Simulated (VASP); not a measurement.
Input of a VASP 6.6.1 run:

The input INCAR:

```
PREC     = Accurate       # precision mode
ENCUT    = 600            # plane-wave cutoff, eV
EDIFF    = 1E-7           # SCF threshold, eV
ISMEAR   = 0              # smearing method
SIGMA    = 0.1            # smearing width, eV
LREAL    = False          # projectors in reciprocal space
LASPH    = True           # aspherical terms in the spheres
NELM     = 60             # most SCF steps
ALGO     = Normal         # electronic algorithm
ISIF     = 3              # what is computed and relaxed
LWAVE    = False          # write WAVECAR
LCHARG   = False          # write CHGCAR
GGA      = PE             # functional
IBRION   = 2              # ionic algorithm
NSW      = 90             # ionic steps
EDIFFG   = -0.04          # ionic threshold
```

KPOINTS

```
regular mesh
0
Gamma
  4 4 4
```

Contents of POSCAR:

```
LiSnF3
1.0
    3.9464087100      0.0000000000      0.0000000000
    0.0000000000      3.9464087100      0.0000000000
    0.0000000000      0.0000000000      4.4352037900
Li Sn F
1 1 3
Direct
    0.5000000000      0.5000000000      0.5000000000
    0.0000000000      0.0000000000      0.0000000000
    0.0000000000      0.0000000000      0.5000000000
    0.0000000000      0.5000000000      0.0000000000
    0.5000000000      0.0000000000      0.0000000000
```

Potentials or basis: VASP PAW PBE potentials, release 64 (Li_sv, Sn_d, F).

Launch:

```sh
$ cat potpaw_PBE.64/Li_sv/POTCAR potpaw_PBE.64/Sn_d/POTCAR potpaw_PBE.64/F/POTCAR > POTCAR
$ mpirun -np 1 vasp_std > vasp.out
```

Q: Predict the space group after relaxing (to 0.05 Å).

A: P4/mmm (No. 123).

Q: Predict the relaxed cell.

A: a = 4.618 Å, b = 4.618 Å, c = 4.678 Å, α = 90.00°, β = 90.00°, γ = 90.00°.

Q: Estimate the band gap on the k mesh.

A: 0.78 eV, indirect (least direct gap 1.79 eV).

Q: Estimate the relaxed volume.

A: 19.95 Å³/atom.

The path:
| step | energy change (eV) | largest force (eV/Å) | pressure (GPa) | volume (Å³) |
| --- | --- | --- | --- | --- |
| 1 | 0.0000 | 0.0000 | 35.64 | 69.07 |
| 2 | -2.9561 | 0.0000 | -2.16 | 104.29 |
| 3 | -2.9802 | 0.0000 | 0.22 | 99.81 |
| 4 | -2.9813 | 0.0000 | -0.22 | 100.59 |
| 5 | -2.9854 | 0.0000 | -0.10 | 100.23 |
| 6 | -2.9873 | 0.0000 | 0.07 | 99.76 |

Caveat: the cutoff is under 1.25 times the usual one of these potentials, so pressure, stress and relaxed cells hold a basis-set (Pulay) error; the volume moved by over 15 % at a fixed basis, so the end points are rough; spin-orbit coupling is left out, which moves the levels of the heavy elements. A k mesh can miss the band edges.
